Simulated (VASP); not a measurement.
# Ti (Im-3m) in VASP: a series of runs

Runs on Ti. Level: r2SCAN. Tasks: single point.

Everything below comes from runs of VASP 6.6.1. Logs are shortened: lines on timing, memory, paths and dates and some standing lists are left out, and cuts for length are marked.

### 1 The cell of the first run

Symmetry: Im-3m, No. 229, cubic system. The conventional cell has a = 3.282 Å, b = 3.282 Å, c = 3.282 Å, α = 90.00°, β = 90.00°, γ = 90.00°. Within 3.7 Å of Ti (site symmetry m-3m) lie 14 Ti at 2.84 to 3.28 Å.

This isn't the form of Ti at room conditions, which is hcp.

### 2 Single point, r2SCAN, collinear spin

POSCAR reads:

```
Ti
1.0
   -1.6410000000      1.6410000000      1.6410000000
    1.6410000000     -1.6410000000      1.6410000000
    1.6410000000      1.6410000000     -1.6410000000
Ti
1
Direct
    0.0000000000      0.0000000000      0.0000000000
```

INCAR.step1 reads:

```
SYSTEM = Ti
  PREC = Accurate
  ENCUT = 520
  ISMEAR = -1
  SIGMA = 0.05
  LREAL = .FALSE.
  LASPH = .TRUE.
  NELM = 150
  ISPIN = 2
  MAGMOM = 1
  LMAXMIX = 4
  NBANDS = 16
  GGA = PE
  ALGO = Normal
  EDIFF = 1E-4
  LWAVE = .TRUE.
  LCHARG = .FALSE.
```

INCAR.step2 reads:

```
SYSTEM = Ti
  PREC = Accurate
  ENCUT = 520
  EDIFF = 1E-7
  ISMEAR = -1
  SIGMA = 0.05
  LREAL = .FALSE.
  LASPH = .TRUE.
  NELM = 150
  ALGO = Normal
  ISIF = 2
  LWAVE = .FALSE.
  LCHARG = .FALSE.
  ISPIN = 2
  MAGMOM = 1
  LORBIT = 11
  LMAXMIX = 4
  METAGGA = R2SCAN
  LMIXTAU = .TRUE.
  NBANDS = 16
  ISTART = 1
```

KPOINTS reads:

```
Automatic mesh
0
G
  16 16 16
  0 0 0
```

Potentials or basis: VASP PAW PBE potentials, release 64 (Ti_sv).

Launch:

```console
$ cat potpaw_PBE.64/Ti_sv/POTCAR > POTCAR
$ cp INCAR.step1 INCAR
$ mpirun -np 1 vasp_std > vasp.out
$ cp INCAR.step2 INCAR
$ mpirun -np 1 vasp_std > vasp.out
```

OUTCAR:

```text
SYSTEM = Ti
   PREC = Accurate
   ENCUT = 520
   EDIFF = 1E-7
   ISMEAR = -1
   LREAL = .FALSE.
   LASPH = .TRUE.
   NELM = 150
   ISIF = 2
   ISPIN = 2
   LORBIT = 11
   METAGGA = R2SCAN
   ISTART = 1

 ion  position               nearest neighbor table
   1  0.000  0.000  0.000-

  LATTYP: Found a body centered cubic cell.
 ALAT       =     3.2820000000

  Lattice vectors:

 A1 = (  -1.6410000000,   1.6410000000,   1.6410000000)
 A2 = (   1.6410000000,  -1.6410000000,   1.6410000000)
 A3 = (   1.6410000000,   1.6410000000,  -1.6410000000)

Analysis of symmetry for initial positions (statically):
=====================================================================
 Subroutine PRICEL returns:
 Original cell was already a primitive cell.

 Routine SETGRP: Setting up the symmetry group for a
 body centered cubic supercell.

 Subroutine GETGRP returns: Found 48 space group operations
 (whereof 48 operations were pure point group operations)
 out of a pool of 48 trial point group operations.

The static configuration has the point symmetry O_h .

Analysis of symmetry for dynamics (positions and initial velocities):
=====================================================================
 Subroutine PRICEL returns:
 Original cell was already a primitive cell.

 Routine SETGRP: Setting up the symmetry group for a
 body centered cubic supercell.

 Subroutine GETGRP returns: Found 48 space group operations
 (whereof 48 operations were pure point group operations)
 out of a pool of 48 trial point group operations.

The dynamic configuration has the point symmetry O_h .

Analysis of structural, dynamic, and magnetic symmetry:
=====================================================================
 Subroutine PRICEL returns:
 Original cell was already a primitive cell.

 Routine SETGRP: Setting up the symmetry group for a
 body centered cubic supercell.

 Subroutine GETGRP returns: Found 48 space group operations
 (whereof 48 operations were pure point group operations)
 out of a pool of 48 trial point group operations.

The overall configuration has the point symmetry O_h .

 Subroutine INISYM returns: Found 48 space group operations
 (whereof 48 operations are pure point group operations),
 and found     1 'primitive' translations

----------------------------------------------------------------------------------------

                                     Primitive cell

  volume of cell :      17.6761

  direct lattice vectors                    reciprocal lattice vectors
    -1.641000000  1.641000000  1.641000000     0.000000000  0.304692261  0.304692261
     1.641000000 -1.641000000  1.641000000     0.304692261  0.000000000  0.304692261
     1.641000000  1.641000000 -1.641000000     0.304692261  0.304692261  0.000000000

  length of vectors
     2.842295375  2.842295375  2.842295375     0.430899928  0.430899928  0.430899928

  position of ions in fractional coordinates (direct lattice)
     0.000000000  0.000000000  0.000000000

  ion indices of the primitive-cell ions
   primitive index   ion index
                 1           1

----------------------------------------------------------------------------------------

 KPOINTS: Automatic mesh

Automatic generation of k-mesh.
 Grid dimensions read from file:
 generate k-points for:   16   16   16

 Generating k-lattice:

  Cartesian coordinates                     Fractional coordinates (reciprocal lattice)
     0.000000000  0.019043266  0.019043266     0.062500000  0.000000000  0.000000000
     0.019043266  0.000000000  0.019043266     0.000000000  0.062500000  0.000000000
     0.019043266  0.019043266  0.000000000     0.000000000  0.000000000  0.062500000

  Length of vectors
     0.026931245  0.026931245  0.026931245

  Shift w.r.t. Gamma in fractional coordinates (k-lattice)
     0.000000000  0.000000000  0.000000000

 Subroutine IBZKPT returns following result:
 ===========================================

 Found    145 irreducible k-points:

 Following reciprocal coordinates:
            Coordinates               Weight
  0.000000  0.000000  0.000000      1.000000
  0.062500  0.000000  0.000000     12.000000
  0.125000  0.000000  0.000000     12.000000
  0.187500  0.000000  0.000000     12.000000
  0.250000  0.000000  0.000000     12.000000
  0.312500  0.000000  0.000000     12.000000
[... 16 lines left out ...]
  0.187500  0.187500  0.000000     24.000000
  0.250000  0.187500 -0.000000     48.000000
 [... further k-points ...]
   k-points           NKPTS =    145   k-points in BZ     NKDIM =    145   number of bands    NBANDS=     16
   number of dos      NEDOS =    301   number of ions     NIONS =      1
   total plane-waves  NPLWV =  13824
   dimension x,y,z NGX =    24 NGY =   24 NGZ =   24
   dimension x,y,z NGXF=    48 NGYF=   48 NGZF=   48
   ions per type =               1
   NGX,Y,Z   is equivalent  to a cutoff of  14.04, 14.04, 14.04 a.u.
   NGXF,Y,Z  is equivalent  to a cutoff of  28.08, 28.08, 28.08 a.u.
 SYSTEM =  Ti
   PREC   = accura    normal or accurate (medium, high low for compatibility)
   ISTART =      1    job   : 0-new  1-cont  2-samecut
   ICHARG =      0    charge: 1-file 2-atom 10-const
   ISPIN  =      2    spin polarized calculation?
   LNONCOLLINEAR =      F non collinear calculations
   LSORBIT =      F    spin-orbit coupling
   LASPH  =      T    aspherical Exc in radial PAW
   ENCUT  =  520.0 eV  38.22 Ry    6.18 a.u.   5.28  5.28  5.28*2*pi/ulx,y,z
   NELM   =    150;   NELMIN=  2; NELMDL=  0     # of ELM steps
   EDIFF  = 0.1E-06   stopping-criterion for ELM
   LREAL  =      F    real-space projection
   EDIFFG = 0.1E-05   stopping-criterion for IOM
   NSW    =      0    number of steps for IOM
   IBRION =     -1    ionic relax: 0-MD 1-quasi-New 2-CG
   NFREE  =      0    steps in history (QN), initial steepest desc. (CG)
   ISIF   =      2    stress and relaxation
   ISYM   =      2    0-nonsym 1-usesym 2-fastsym
   POTIM  = 0.5000    time-step for ionic-motion
   TEBEG  =    0.0;   TEEND  =   0.0 temperature during run
   PSTRESS=    0.0 pullay stress
   NELECT =      12.0000    total number of electrons
   NUPDOWN=      -1.0000    fix difference up-down
   EMIN   =  10.00;   EMAX   =-10.00  energy-range for DOS
   EFERMI =   0.00;   METHOD = LEGACY
   ISMEAR =    -1;   SIGMA  =   0.05  broadening in eV -4-tet -1-fermi 0-gaus
   EFERMI_NEDOS =   21; number of points for ismear=-14 and -15
   IALGO  =     38    algorithm
   IMIX   =      4    mixing-type and parameters
     AMIX     =   0.40;   BMIX     =  1.00
     AMIX_MAG =   1.60;   BMIX_MAG =  1.00
  volume/ion in A,a.u.               =      17.68       119.28
  Fermi-wavevector in a.u.,A,eV,Ry     =   1.438821  2.718977 28.166848  2.070205
  Thomas-Fermi vector in A             =   2.557745
   LORBIT       =     11    0 simple, 1 ext, 2 COOP (PROOUT), +10 PAW based schemes
   METAGGA = R2SCAN    functional components
   LHFCALC =     F    Hartree Fock is set to
   AEXX    =    0.0000 exact exchange contribution
   IVDW    =     0    specifies the selected vdW correction
   LEPSILON=     F    determine dielectric tensor
   LRPA    =     F    only Hartree local field effects (RPA)
 spin polarized calculation
  energy-cutoff  :      520.00
  volume of cell :       17.68
 maximum number of plane-waves:       490
 NGX is ok and might be reduce to    24
   NGX = 11   NGY = 11   NGZ = 11

 number of electron      12.0000001 magnetization       0.0000174

 Free energy of the ion-electron system (eV)
  ---------------------------------------------------
  ext. energy  EPLUGINS =         0.00000000
  ---------------------------------------------------
  free energy    TOTEN  =       -12.81951223 eV

  energy without entropy =      -12.80022463  energy(sigma->0) =      -12.80986843

 E-fermi :   7.9324     XC(G=0): -12.3099

 val. band max:        7.9290121265   @ k =   0.3125   0.1875  -0.0000
 cond. band min:       7.9329140137   @ k =   0.3125   0.1250   0.0625
 fundamental gap:      0.0039018872
 Fermi energy:         7.9323667136

 spin component 1

 k-point     1 :       0.0000    0.0000    0.0000
  band No.  band energies     occupation
      1     -51.0141      1.00000
      2     -25.8368      1.00000
      3     -25.8368      1.00000
      4     -25.8368      1.00000
      5       1.6349      1.00000
      6       9.0609      0.00000
[... 8 lines left out ...]
     15      32.0801      0.00000
     16      35.7127      0.00000

 k-point     2 :       0.0625    0.0000    0.0000
  band No.  band energies     occupation
      1     -51.0093      1.00000
      2     -25.8628      1.00000
      3     -25.8447      1.00000
      4     -25.8370      1.00000
      5       1.7716      1.00000
      6       8.9972      0.00000
[... 8 lines left out ...]
     15      32.3042      0.00000
     16      34.0998      0.00000

 k-point     3 :       0.1250    0.0000    0.0000
  band No.  band energies     occupation
      1     -50.9956      1.00000
      2     -25.9365      1.00000
      3     -25.8671      1.00000
      4     -25.8375      1.00000
      5       2.1703      1.00000
      6       8.8206      0.00000
[... 8 lines left out ...]
     15      32.1552      0.00000
     16      32.3269      0.00000
[... 362 lines left out ...]
 k-point    23 :       0.1875    0.1875    0.0000
  band No.  band energies     occupation
      1     -50.9206      1.00000
      2     -26.2824      1.00000
      3     -25.9894      1.00000
      4     -25.8831      1.00000
      5       4.6721      1.00000
      6       7.8337      0.87795
[... 8 lines left out ...]
     15      31.5937      0.00000
     16      34.4397      0.00000

 k-point    24 :       0.2500    0.1875   -0.0000
  band No.  band energies     occupation
      1     -50.9014      1.00000
      2     -26.3487      1.00000
      3     -26.0431      1.00000
      4     -25.8915      1.00000
      5       5.4083      1.00000
      6       7.5741      0.99923
[... 8 lines left out ...]
     15      31.7622      0.00000
     16      35.0320      0.00000

 [... further k-points ...]

 spin component 2

 k-point     1 :       0.0000    0.0000    0.0000
  band No.  band energies     occupation
      1     -51.0140      1.00000
      2     -25.8368      1.00000
      3     -25.8368      1.00000
      4     -25.8367      1.00000
      5       1.6349      1.00000
      6       9.0609      0.00000
[... 8 lines left out ...]
     15      32.0801      0.00000
     16      35.7127      0.00000

 k-point     2 :       0.0625    0.0000    0.0000
  band No.  band energies     occupation
      1     -51.0093      1.00000
      2     -25.8628      1.00000
      3     -25.8447      1.00000
      4     -25.8370      1.00000
      5       1.7716      1.00000
      6       8.9972      0.00000
[... 8 lines left out ...]
     15      32.3042      0.00000
     16      34.0998      0.00000

 k-point     3 :       0.1250    0.0000    0.0000
  band No.  band energies     occupation
      1     -50.9956      1.00000
      2     -25.9364      1.00000
      3     -25.8671      1.00000
      4     -25.8375      1.00000
      5       2.1703      1.00000
      6       8.8207      0.00000
[... 8 lines left out ...]
     15      32.1552      0.00000
     16      32.3269      0.00000
[... 362 lines left out ...]
 k-point    23 :       0.1875    0.1875    0.0000
  band No.  band energies     occupation
      1     -50.9206      1.00000
      2     -26.2824      1.00000
      3     -25.9893      1.00000
      4     -25.8831      1.00000
      5       4.6721      1.00000
      6       7.8337      0.87792
[... 8 lines left out ...]
     15      31.5937      0.00000
     16      34.4397      0.00000

 k-point    24 :       0.2500    0.1875   -0.0000
  band No.  band energies     occupation
      1     -50.9014      1.00000
      2     -26.3487      1.00000
      3     -26.0431      1.00000
      4     -25.8915      1.00000
      5       5.4084      1.00000
      6       7.5741      0.99923
[... 8 lines left out ...]
     15      31.7622      0.00000
     16      35.0320      0.00000

 [... further k-points ...]

------------------------ aborting loop because EDIFF is reached ----------------------------------------

  FORCE on cell =-STRESS in cart. coord.  units (eV):
  Direction    XX          YY          ZZ          XY          YZ          ZX
  --------------------------------------------------------------------------------------
  -------------------------------------------------------------------------------------
  Total       -0.2698761     -0.2698761     -0.2698761      0.0000000      0.0000000      0.0000000
  in kB      -24.4618474    -24.4618474    -24.4618474      0.0000000      0.0000000      0.0000000
  external PRESSURE =     -24.4618474 kB  Pullay stress =       0.0000000 kB

 VOLUME and BASIS-vectors are now :
 -----------------------------------------------------------------------------
  energy-cutoff  :      520.00
  volume of cell :       17.68
      direct lattice vectors                 reciprocal lattice vectors
    -1.641000000  1.641000000  1.641000000     0.000000000  0.304692261  0.304692261
     1.641000000 -1.641000000  1.641000000     0.304692261  0.000000000  0.304692261
     1.641000000  1.641000000 -1.641000000     0.304692261  0.304692261  0.000000000

 POSITION                                       TOTAL-FORCE (eV/Angst)
 -----------------------------------------------------------------------------------
      0.00000      0.00000      0.00000         0.000000     -0.000000     -0.000000
 -----------------------------------------------------------------------------------
    total drift:                               -0.000000     -0.000000      0.000000

  FREE ENERGIE OF THE ION-ELECTRON SYSTEM (eV)
  ---------------------------------------------------
  free  energy   TOTEN  =       -12.8195122340 eV

  energy  without entropy=      -12.8002246295  energy(sigma->0) =      -12.80986843

 total charge

# of ion       s       p       d       tot
------------------------------------------
    1        2.237   6.128   1.838  10.203

 magnetization (x)

# of ion       s       p       d       tot
------------------------------------------
    1        0.000   0.000   0.000   0.000
```

It took 6.5 min on 1 thread of AMD EPYC 9R45 (Zen 5), shared host; peak memory 0.17 GiB.

Results:

```
Free energy                                           : -12.8195 eV
Pressure                                              : -2.4 GPa
Band gap on the k mesh                                : zero (filled and empty bands overlap)
Net moment                                            : 0.00 μB per cell
Valence electrons inside the program's atomic spheres : Ti 10.20
```

Caveat: the PAW data sets were made with another functional, which shifts forces and pressure a little.

### 3 Single point, r2SCAN, collinear spin

POSCAR is that of step 2.

INCAR.step1 reads:

```
SYSTEM = Ti
ALGO     = Normal         ! electronic algorithm
EDIFF    = 1E-4           ! SCF threshold, eV
ENCUT    = 520            ! plane-wave cutoff, eV
GGA      = PE             ! functional
ISMEAR   = -1             ! smearing method
ISPIN    = 2              ! spin polarisation
LASPH    = .TRUE.         ! aspherical terms in the spheres
LCHARG   = .FALSE.        ! write CHGCAR
LMAXMIX  = 4              ! l up to which the mixer works
LREAL    = .FALSE.        ! projectors in reciprocal space
LWAVE    = .TRUE.         ! write WAVECAR
MAGMOM   = 0.47           ! initial moments
NBANDS   = 16             ! bands
NELM     = 150            ! most SCF steps
NUPDOWN  = 0.47           ! fixed moment
PREC     = Accurate       ! precision mode
SIGMA    = 0.05           ! smearing width, eV
```

INCAR.step2 reads:

```
SYSTEM = Ti
ALGO     = Normal         ! electronic algorithm
EDIFF    = 1E-7           ! SCF threshold, eV
ENCUT    = 520            ! plane-wave cutoff, eV
ISIF     = 2              ! what is computed and relaxed
ISMEAR   = -1             ! smearing method
ISPIN    = 2              ! spin polarisation
ISTART   = 1            
LASPH    = .TRUE.         ! aspherical terms in the spheres
LCHARG   = .FALSE.        ! write CHGCAR
LMAXMIX  = 4              ! l up to which the mixer works
LMIXTAU  = .TRUE.       
LORBIT   = 11             ! projections on sites
LREAL    = .FALSE.        ! projectors in reciprocal space
LWAVE    = .FALSE.        ! write WAVECAR
MAGMOM   = 0.47           ! initial moments
METAGGA  = R2SCAN         ! meta-GGA
NBANDS   = 16             ! bands
NELM     = 150            ! most SCF steps
NUPDOWN  = 0.47           ! fixed moment
PREC     = Accurate       ! precision mode
SIGMA    = 0.05           ! smearing width, eV
```

KPOINTS reads:

```
k-points
0
G
  16 16 16
  0 0 0
```

Potentials or basis: VASP PAW PBE potentials, release 64 (Ti_sv).

Launch:

```console
$ cat potpaw_PBE.64/Ti_sv/POTCAR > POTCAR
$ cp INCAR.step1 INCAR
$ mpirun -np 1 vasp_std > vasp.out
$ cp INCAR.step2 INCAR
$ mpirun -np 1 vasp_std > vasp.out
```

It took 4.9 min on 1 thread of AMD EPYC 9R45 (Zen 5), shared host; peak memory 0.17 GiB.

It converged, with:

| Item | Value |
| --- | --- |
| Free energy | -12.8289 eV |
| Pressure | -1.9 GPa |
| Net moment | 0.47 μB per cell |
| Site moments | Ti +0.34 μB |
| Valence electrons inside the program's atomic spheres | Ti 10.20 |

Caveat: the PAW data sets were made with another functional, which shifts forces and pressure a little; the total moment is fixed, so each spin has its own Fermi level and the state may be an excited one.

(Continued in part 2 of 2.)
